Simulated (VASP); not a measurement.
The system is AlNi.

```
Al Ni
1.0
     1.93869   -1.95319    0.00000
     1.93869    1.95319    0.00000
     0.00000    0.00000    3.09943
Al Ni
1 1
Direct
  0.00000 0.00000 0.00000
  0.50000 0.50000 0.50000
```

- Program: VASP 6.6.1
- Task: relaxation of cell and atoms
- Functional: LDA
- Potentials or basis: VASP PAW LDA potentials, release 64 (Al, Ni)
- Cutoff: 600 eV
- k mesh: 16 × 16 × 14
- Occupations: gaussian, width 0.1 eV
- Spin: no spin polarisation

At the start: pressure -4.9 GPa; volume 11.74 Å³/atom.

Question: Where does the relaxation end?

Answer: Over 11 steps the energy falls by 28.6 meV/atom and the volume is 11.38 Å³/atom (-3.0 %); space group Pm-3m (No. 221, to 0.05 Å).

Step by step:
```tsv
step	energy change (eV)	largest force (eV/Å)	pressure (GPa)	volume (Å³)
1	0.0000	0.0000	-4.90	23.47
2	-0.0185	0.0000	4.68	22.27
3	-0.0208	0.0000	2.12	22.56
4	-0.0377	0.0000	1.63	22.60
5	-0.0523	0.0000	1.30	22.63
6	-0.0559	0.0000	1.18	22.63
7	-0.0559	0.0000	1.05	22.63
8	-0.0561	0.0000	-1.65	22.97
9	-0.0571	0.0000	-0.35	22.81
10	-0.0572	0.0000	0.25	22.74
11	-0.0572	0.0000	0.03	22.76
```

Final structure:
```
Al Ni
1.0
     2.00082   -2.00084    0.00000
     2.00082    2.00084    0.00000
     0.00000    0.00000    2.84239
Al Ni
1 1
Direct
  0.00000 0.00000 0.00000
  0.50000 0.50000 0.50000
```
